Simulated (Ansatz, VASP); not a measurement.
**Two plane-wave programs on Ba3Os**

```
Ba Os
1.0
     5.13372    0.00000    0.00000
     0.00000    5.13372    0.00000
     0.00000    0.00000    5.13372
Ba Os
3 1
Cartesian
  0.0000 2.5669 2.5669
  2.5669 0.0000 2.5669
  2.5669 2.5669 0.0000
  0.0000 0.0000 0.0000
```

Alike in both runs: functional PBE; k mesh 10 × 10 × 10; occupations gaussian, width 0.1 eV; no spin polarisation.

Ansatz relaxed the structure, and its values are those at the end. VASP's run is a single point on that final structure, the one shown.

|  | VASP | Ansatz |
| --- | --- | --- |
| version | VASP 6.6.1 | Ansatz 0.2.0 |
| potentials or method | VASP PAW PBE potentials, release 64 (Ba_sv, Os_sv_GW), cutoff 500 eV | scalar-relativistic, plane waves, PAW |
| valence electrons in the cell | 46 | 46 |

```tsv
	VASP	Ansatz	Ansatz less VASP
gap on the k mesh at the Fermi level (eV)	none	none	-
pressure (GPa)	0.8	0.0	-0.81
```

A gap of «none» marks a metal or a gap that the smearing closes.

Neither program's run includes spin-orbit coupling.
